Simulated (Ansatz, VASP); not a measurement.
CoSi2 in VASP and in Ansatz

File INCAR:

```
ALGO = Normal
EDIFF = 1E-6
ENCUT = 520
GGA = PS
ISIF = 2
ISMEAR = 0
ISPIN = 2
IVDW = 12
LASPH = T
LCHARG = F
LMAXMIX = 4
LORBIT = 11
LREAL = F
LWAVE = F
MAGMOM = 0.05 0 0
NBANDS = 20
NELM = 150
PREC = Accurate
SIGMA = 0.05
```

File KPOINTS:

```
k-points
0
Gamma
  8 8 8
```

POSCAR

```
CoSi2
1.0
    0.0000000000      2.6503487812      2.6503487812
    2.6503487812      0.0000000000      2.6503487812
    2.6503487812      2.6503487812      0.0000000000
Co Si
1 2
Direct
    0.0000000000      0.0000000000      0.0000000000
    0.2500000000      0.2500000000      0.2500000000
    0.7500000000      0.7500000000      0.7500000000
```

Input for Ansatz:

```yaml
crystal:
  lattice:
    - [0.0, 2.6503487812, 2.6503487812]
    - [2.6503487812, 0.0, 2.6503487812]
    - [2.6503487812, 2.6503487812, 0.0]
  atoms:
    - { symbol: Co, position: [0.0, 0.0, 0.0], spin: 0.05 }
    - { symbol: Si, position: [0.25, 0.25, 0.25] }
    - { symbol: Si, position: [0.75, 0.75, 0.75] }
basis:
  ecutwfc: 420
  ecutrho_ratio: 4
kpoints:
  mp_grid: { grid: [8, 8, 8] }
hamiltonian:
  xc: pbesol
  dispersion: d3bj
scf:
  occupations: { method: gaussian, width: 0.05 }
output:
  forces: true
  stress: true
  eigenvalues: true
  populations: true
magnetization:
  spin_polarized: true
```

Alike in both runs: task single point; functional PBEsol; dispersion D3(BJ); k mesh 8 × 8 × 8; occupations gaussian, width 0.05 eV; collinear spin.

```csv
,VASP,Ansatz
version,VASP 6.6.1,Ansatz 0.2.0
potentials or method,"VASP PAW PBE potentials, release 64 (Co, Si), cutoff 520 eV","scalar-relativistic, plane waves, PAW"
valence electrons in the cell,17,25
```

|  | VASP | Ansatz | Ansatz less VASP |
| --- | --- | --- | --- |
| gap on the k mesh at the Fermi level (eV) | none | none | - |
| pressure (GPa) | -3.7 | -3.9 | -0.22 |
| net moment per atom (μB) | 0.00 | 0.00 | 0.000 |

VASP's potentials were made for PBE, not for PBEsol. A gap of «none» marks a metal or a gap that the smearing closes. VASP's potentials hold 17 valence electrons a cell and Ansatz's 25, so a difference there can come from the potentials and not from the codes. Ansatz's warnings: seeded moment not kept.
